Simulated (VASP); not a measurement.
A run of VASP 6.6.1:

File INCAR:

```
SYSTEM = Si3Ge
  PREC = Accurate
  ENCUT = 600
  EDIFF = 1E-6
  ISMEAR = 0
  SIGMA = 0.1
  LREAL = .FALSE.
  LASPH = .TRUE.
  NELM = 100
  ALGO = Normal
  ISIF = 3
  LWAVE = .FALSE.
  LCHARG = .FALSE.
  GGA = PE
  IBRION = 2
  NSW = 90
  EDIFFG = -0.04
```

KPOINTS

```
Automatic mesh
0
G
  6 6 4
  0 0 0
```

POSCAR

```
Si3Ge
1.0
    3.6475963127      0.0000000000      0.0000000000
   -1.8237981563      3.1589110695      0.0000000000
    0.0000000000      0.0000000000      5.9612713820
Si Ge
3 1
Direct
    0.0000000000      0.0000000000      0.7640431209
    0.3333333333      0.6666666667      0.0000000000
    0.0000000000      0.0000000000      0.2359568791
    0.6666666667      0.3333333333      0.5000000000
```

Potentials or basis: VASP PAW PBE potentials, release 64 (Si, Ge_d).

Command:

```bash
$ cat potpaw_PBE.64/Si/POTCAR potpaw_PBE.64/Ge_d/POTCAR > POTCAR
$ mpirun -np 1 vasp_std > vasp.out
```

Hardware: 1 thread of Intel Xeon 8259CL, with other jobs on the host.

Problem. How long does it take, and how much memory?

Solution. Wall time 110 s on 1 thread of Intel Xeon 8259CL, with other jobs on the host, peak memory 0.21 GiB. Counts: scf iterations 31, k points 21, ion steps 4.
